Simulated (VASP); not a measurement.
# W4C4F in VASP: single point with LDA

Aim: the single point of W4C4F with LDA.

Everything below comes from runs of VASP 6.6.1. Logs are shortened: lines on timing, memory, paths and dates and some standing lists are left out, and cuts for length are marked.

### Step 1. The cell of the first run

The cell holds a slab with vacuum, 18 atoms: a = 5.693 Å, b = 5.693 Å, c = 15.193 Å, α = 90.00°, β = 90.00°, γ = 120.00°.

### Step 2. Single point, LDA

The input, INCAR:

```
SYSTEM = W4C4F
  PREC = Accurate
  ENCUT = 520
  EDIFF = 1E-6
  ISMEAR = 0
  SIGMA = 0.1
  LREAL = .False.
  LASPH = .True.
  NELM = 120
  ALGO = Normal
  ISIF = 2
  LWAVE = .False.
  LCHARG = .False.
  GGA = CA
  NBANDS = 94
  GGA_COMPAT = .False.
  NELMDL = -8
```

The input, KPOINTS:

```
Automatic mesh
0
Gamma
  3 3 1
  0 0 0
```

The input, POSCAR:

```
W4C4F
1.0
    5.6929600000      0.0000000000      0.0000000000
   -2.8464800000      4.9302480000      0.0000000000
    0.0000000000      0.0000000000     15.1931300000
W C F
8 8 2
Direct
    0.0000000000      0.0000000000      0.0658192222
    0.0069575364      0.0108179142      0.2488720889
    0.0000000000      0.5000000000      0.0658192222
    0.0063908600      0.5077916973      0.2503258381
    0.5000000000      0.0000000000      0.0658192222
    0.5000330384      0.0023418700      0.2512776498
    0.5000000000      0.5000000000      0.0658192222
    0.5049637595      0.5089954907      0.2536241709
    0.3355913372      0.1696225017      0.1511620713
    0.3386799424      0.1749175701      0.3249340327
    0.3354240417      0.6667999257      0.1516884934
    0.3305851651      0.6733776881      0.3270601252
    0.8332506295      0.1688842022      0.1524567354
    0.8326953326      0.1796883240      0.3338316726
    0.8352964242      0.6704421360      0.1528967369
    0.8549823214      0.6860129551      0.3339263206
    0.9376299943      0.8054850385      0.4120411002
    0.8243959713      1.1836834577      0.4200116105
```

Potentials or basis: VASP PAW LDA potentials, release 64 (W_sv, C, F).

Launch:

```sh
> cat potpaw_LDA.64/W_sv/POTCAR potpaw_LDA.64/C/POTCAR potpaw_LDA.64/F/POTCAR > POTCAR
> mpirun -np 1 vasp_std > vasp.out
```

OUTCAR:

```text
SYSTEM = W4C4F
   PREC = Accurate
   ENCUT = 520
   EDIFF = 1E-6
   ISMEAR = 0
   LREAL = .False.
   LASPH = .True.
   NELM = 120
   ISIF = 2
   GGA = CA
   NELMDL = -8

 ion  position               nearest neighbor table
   1  0.000  0.000  0.066-  15 2.10   9 2.10  13 2.11   2 2.78   5 2.85   5 2.85   3 2.85   3 2.85
                             7 2.85   7 2.85
   2  0.007  0.011  0.249-  10 2.00  16 2.06  14 2.13  13 2.20   9 2.20  15 2.22  17 2.68   1 2.78
                             4 2.83   6 2.83   8 2.84   8 2.86   4 2.86   6 2.86
   3  0.000  0.500  0.066-  13 2.10  11 2.11  15 2.12   4 2.80   7 2.85   7 2.85   5 2.85   1 2.85
                             1 2.85   5 2.85
   4  0.006  0.508  0.250-  12 1.98  14 2.06  16 2.06  11 2.21  15 2.21  13 2.24   3 2.80   6 2.81
                             2 2.83   8 2.84   8 2.86   2 2.86   6 2.88
   5  0.500  0.000  0.066-   9 2.10  11 2.10  13 2.11   6 2.82   1 2.85   1 2.85   3 2.85   7 2.85
                             7 2.85   3 2.85
   6  0.500  0.002  0.251-  12 1.99  10 1.99  14 2.07  13 2.23   9 2.23  11 2.24   4 2.81   5 2.82
                             8 2.82   2 2.83   2 2.86   8 2.87   4 2.88
   7  0.500  0.500  0.066-   9 2.08  11 2.09  15 2.12   3 2.85   3 2.85   1 2.85   5 2.85   5 2.85
                             1 2.85   8 2.85
   8  0.505  0.509  0.254-  10 1.97  12 2.01  16 2.11  15 2.23  11 2.24   9 2.29   6 2.82   4 2.84
                             2 2.84   7 2.85   2 2.86   4 2.86   6 2.87
   9  0.336  0.170  0.151-   7 2.08   5 2.10   1 2.10   2 2.20   6 2.23   8 2.29
  10  0.339  0.175  0.325-   8 1.97   6 1.99   2 2.00
  11  0.335  0.667  0.152-   7 2.09   5 2.10   3 2.11   4 2.21   8 2.24   6 2.24
  12  0.331  0.673  0.327-   4 1.98   6 1.99   8 2.01
  13  0.833  0.169  0.152-   3 2.10   5 2.11   1 2.11   2 2.20   6 2.23   4 2.24
  14  0.833  0.180  0.334-  18 1.31   4 2.06   6 2.07   2 2.13
  15  0.835  0.670  0.153-   1 2.10   3 2.12   7 2.12   4 2.21   2 2.22   8 2.23
  16  0.855  0.686  0.334-  17 1.33   2 2.06   4 2.06   8 2.11
  17  0.938  0.805  0.412-  16 1.33   2 2.68
  18  0.824  0.184  0.420-  14 1.31

  LATTYP: Found a hexagonal cell.
 ALAT       =     5.6929600000
 C/A-ratio  =     2.6687575532

  Lattice vectors:

 A1 = (   5.6929600000,   0.0000000000,   0.0000000000)
 A2 = (  -2.8464800000,   4.9302480000,   0.0000000000)
 A3 = (   0.0000000000,   0.0000000000,  15.1931300000)

Analysis of symmetry for initial positions (statically):
=====================================================================
 Subroutine PRICEL returns:
 Original cell was already a primitive cell.

 Routine SETGRP: Setting up the symmetry group for a
 hexagonal supercell.

 Subroutine GETGRP returns: Found  1 space group operations
 (whereof  1 operations were pure point group operations)
 out of a pool of 24 trial point group operations.

The static configuration has the point symmetry C_1 .

Analysis of symmetry for dynamics (positions and initial velocities):
=====================================================================
 Subroutine PRICEL returns:
 Original cell was already a primitive cell.

 Routine SETGRP: Setting up the symmetry group for a
 hexagonal supercell.

 Subroutine GETGRP returns: Found  1 space group operations
 (whereof  1 operations were pure point group operations)
 out of a pool of 24 trial point group operations.

The dynamic configuration has the point symmetry C_1 .

 Subroutine INISYM returns: Found  1 space group operations
 (whereof  1 operations are pure point group operations),
 and found     1 'primitive' translations

----------------------------------------------------------------------------------------

                                     Primitive cell

  volume of cell :     426.4363

  direct lattice vectors                    reciprocal lattice vectors
     5.692960000  0.000000000  0.000000000     0.175655546  0.101414777  0.000000000
    -2.846480000  4.930248000  0.000000000     0.000000000  0.202829553  0.000000000
     0.000000000  0.000000000 15.193130000     0.000000000  0.000000000  0.065819222

  length of vectors
     5.692960000  5.692960015 15.193130000     0.202829554  0.202829553  0.065819222

  position of ions in fractional coordinates (direct lattice)
     0.000000000  0.000000000  0.065819222
     0.006957536  0.010817914  0.248872089
     0.000000000  0.500000000  0.065819222
     0.006390860  0.507791697  0.250325838
     0.500000000  0.000000000  0.065819222
     0.500033038  0.002341870  0.251277650
[... 10 lines left out ...]
     0.937629994  0.805485039  0.412041100
     0.824395971  0.183683458  0.420011610

  ion indices of the primitive-cell ions
   primitive index   ion index
                 1           1
                 2           2
                 3           3
                 4           4
                 5           5
                 6           6
[... 10 lines left out ...]
                17          17
                18          18

----------------------------------------------------------------------------------------

 KPOINTS: Automatic mesh

Automatic generation of k-mesh.
 Grid dimensions read from file:
 generate k-points for:    3    3    1

 Generating k-lattice:

  Cartesian coordinates                     Fractional coordinates (reciprocal lattice)
     0.058551849  0.033804926  0.000000000     0.333333333  0.000000000  0.000000000
     0.000000000  0.067609851  0.000000000     0.000000000  0.333333333  0.000000000
     0.000000000  0.000000000  0.065819222     0.000000000  0.000000000  1.000000000

  Length of vectors
     0.067609851  0.067609851  0.065819222

  Shift w.r.t. Gamma in fractional coordinates (k-lattice)
     0.000000000  0.000000000  0.000000000

 Subroutine IBZKPT returns following result:
 ===========================================

 Found      5 irreducible k-points:

 Following reciprocal coordinates:
            Coordinates               Weight
  0.000000  0.000000  0.000000      1.000000
  0.333333 -0.000000  0.000000      2.000000
  0.000000  0.333333  0.000000      2.000000
 -0.333333  0.333333  0.000000      2.000000
  0.333333  0.333333  0.000000      2.000000
   k-points           NKPTS =      5   k-points in BZ     NKDIM =      5   number of bands    NBANDS=     94
   number of dos      NEDOS =    301   number of ions     NIONS =     18
   total plane-waves  NPLWV = 211680
   dimension x,y,z NGX =    42 NGY =   42 NGZ =  120
   dimension x,y,z NGXF=    84 NGYF=   84 NGZF=  240
   ions per type =               8   8   2
   NGX,Y,Z   is equivalent  to a cutoff of  12.26, 12.26, 13.13 a.u.
   NGXF,Y,Z  is equivalent  to a cutoff of  24.53, 24.53, 26.26 a.u.
 SYSTEM =  W4C4F
   PREC   = accura    normal or accurate (medium, high low for compatibility)
   ISTART =      0    job   : 0-new  1-cont  2-samecut
   ICHARG =      2    charge: 1-file 2-atom 10-const
   ISPIN  =      1    spin polarized calculation?
   LNONCOLLINEAR =      F non collinear calculations
   LSORBIT =      F    spin-orbit coupling
   LASPH  =      T    aspherical Exc in radial PAW
   ENCUT  =  520.0 eV  38.22 Ry    6.18 a.u.  10.59 10.59 28.25*2*pi/ulx,y,z
   NELM   =    120;   NELMIN=  2; NELMDL= -8     # of ELM steps
   EDIFF  = 0.1E-05   stopping-criterion for ELM
   LREAL  =      F    real-space projection
   EDIFFG = 0.1E-04   stopping-criterion for IOM
   NSW    =      0    number of steps for IOM
   IBRION =     -1    ionic relax: 0-MD 1-quasi-New 2-CG
   NFREE  =      0    steps in history (QN), initial steepest desc. (CG)
   ISIF   =      2    stress and relaxation
   ISYM   =      2    0-nonsym 1-usesym 2-fastsym
   POTIM  = 0.5000    time-step for ionic-motion
   TEBEG  =    0.0;   TEEND  =   0.0 temperature during run
   PSTRESS=    0.0 pullay stress
   NELECT =     158.0000    total number of electrons
   NUPDOWN=      -1.0000    fix difference up-down
   EMIN   =  10.00;   EMAX   =-10.00  energy-range for DOS
   EFERMI =   0.00;   METHOD = LEGACY
   ISMEAR =     0;   SIGMA  =   0.10  broadening in eV -4-tet -1-fermi 0-gaus
   EFERMI_NEDOS =   21; number of points for ismear=-14 and -15
   IALGO  =     38    algorithm
   IMIX   =      4    mixing-type and parameters
     AMIX     =   0.40;   BMIX     =  1.00
     AMIX_MAG =   1.60;   BMIX_MAG =  1.00
  volume/ion in A,a.u.               =      23.69       159.87
  Fermi-wavevector in a.u.,A,eV,Ry     =   1.175824  2.221986 18.810913  1.382563
  Thomas-Fermi vector in A             =   2.312199
   LORBIT       =      0    0 simple, 1 ext, 2 COOP (PROOUT), +10 PAW based schemes
   GGA     = CA    functional components
   LHFCALC =     F    Hartree Fock is set to
   AEXX    =    0.0000 exact exchange contribution
   IVDW    =     0    specifies the selected vdW correction
   LEPSILON=     F    determine dielectric tensor
   LRPA    =     F    only Hartree local field effects (RPA)
 non-spin polarized calculation
 Gauss-broadening in eV      SIGMA  =   0.10
  energy-cutoff  :      520.00
  volume of cell :      426.44
 maximum number of plane-waves:     11517
 NGX is ok and might be reduce to    42
   NGX = 21   NGY = 21   NGZ = 57

 number of electron     158.0000009 magnetization

 Free energy of the ion-electron system (eV)
  ---------------------------------------------------
  ext. energy  EPLUGINS =         0.00000000
  ---------------------------------------------------
  free energy    TOTEN  =      -188.80140508 eV

  energy without entropy =     -188.75944202  energy(sigma->0) =     -188.78042355

 E-fermi :   0.8757     XC(G=0):  -7.0525

 val. band max:        0.8560342194   @ k =   0.3333   0.3333   0.0000
 cond. band min:       0.9226162831   @ k =   0.0000   0.3333   0.0000
 fundamental gap:      0.0665820637
 Fermi energy:         0.8756812058

 k-point     1 :       0.0000    0.0000    0.0000
  band No.  band energies     occupation
      1     -72.3426      2.00000
      2     -72.2750      2.00000
      3     -72.2635      2.00000
      4     -72.2546      2.00000
      5     -72.2521      2.00000
      6     -72.1516      2.00000
[... 459 lines left out ...]
     90       3.7552      0.00000
     91       3.7650      0.00000
 [bands above 91 left out]

------------------------ aborting loop because EDIFF is reached ----------------------------------------

  FORCE on cell =-STRESS in cart. coord.  units (eV):
  Direction    XX          YY          ZZ          XY          YZ          ZX
  --------------------------------------------------------------------------------------
  -------------------------------------------------------------------------------------
  Total       10.6880167     13.4896447      6.0167804     -0.7406756     -4.0172250     -0.8731005
  in kB       40.1562874     50.6823729     22.6058368     -2.7828159    -15.0932438     -3.2803538
  external PRESSURE =      37.8148324 kB  Pullay stress =       0.0000000 kB

 VOLUME and BASIS-vectors are now :
 -----------------------------------------------------------------------------
  energy-cutoff  :      520.00
  volume of cell :      426.44
      direct lattice vectors                 reciprocal lattice vectors
     5.692960000  0.000000000  0.000000000     0.175655546  0.101414777  0.000000000
    -2.846480000  4.930248000  0.000000000     0.000000000  0.202829553  0.000000000
     0.000000000  0.000000000 15.193130000     0.000000000  0.000000000  0.065819222

 POSITION                                       TOTAL-FORCE (eV/Angst)
 -----------------------------------------------------------------------------------
      0.00000      0.00000      1.00000        -0.011883      0.109204     -0.288900
      0.00882      0.05333      3.78115         0.034173      0.173384     -0.132527
     -1.42324      2.46512      1.00000        -0.134036      0.061898     -0.296117
     -1.40904      2.50354      3.80323        -0.065019      0.078295      0.010764
      2.84648      0.00000      1.00000         0.114813      0.021592     -0.411115
      2.84000      0.01155      3.81769        -0.015257      0.196477      0.056872
[... 10 lines left out ...]
      3.04509      3.97124      6.26019        -0.417536     -1.158724      0.935452
      4.17040      0.90560      6.38129         0.080587      0.000997      0.573683
 -----------------------------------------------------------------------------------
    total drift:                                0.000567      0.000128      0.001074

  FREE ENERGIE OF THE ION-ELECTRON SYSTEM (eV)
  ---------------------------------------------------
  free  energy   TOTEN  =      -188.8014050829 eV

  energy  without entropy=     -188.7594420156  energy(sigma->0) =     -188.78042355
```

Run time: 16 min. Hardware: 1 thread of Oxide Virtual Turin-like, shared host; peak memory 0.43 GiB.

Results:

| Item | Value |
| --- | --- |
| Free energy | -188.8014 eV |
| Largest force | 1.547 eV/Å |
| Band gap on the k mesh | zero (bands 79 and 80 overlap by 0.83 eV) |

Forces on the atoms (eV/Å):
```
W   -0.012  0.109 -0.289
W    0.034  0.173 -0.133
W   -0.134  0.062 -0.296
W   -0.065  0.078  0.011
W    0.115  0.022 -0.411
W   -0.015  0.196  0.057
W    0.085  0.232 -0.100
W    0.188  0.047  0.010
C    0.024  0.031 -0.017
C   -0.088  0.112  0.094
C    0.014  0.009  0.017
C    0.069  0.027  0.162
C   -0.019  0.033  0.002
C    0.122  0.054 -0.426
C    0.016  0.022  0.026
C    0.004 -0.052 -0.215
F   -0.418 -1.159  0.935
F    0.081  0.001  0.574
```

Levels at points of the mesh, in eV from the Fermi level:
```
           k point  band 77  band 78  band 79  band 80  band 81  band 82
(0.00, 0.00, 0.00)     0.44     0.49     0.79     0.83     0.86     1.49
```

Caveat: the k points lie up to 0.42 Å⁻¹ apart, too coarse for converged energies and pressures of a metal; there is no dipole correction, which matters where the two faces differ; spin-orbit coupling is left out, which moves the levels of the heavy elements.

The gap in the log of VASP goes by the Fermi energy; the results here count the filled bands.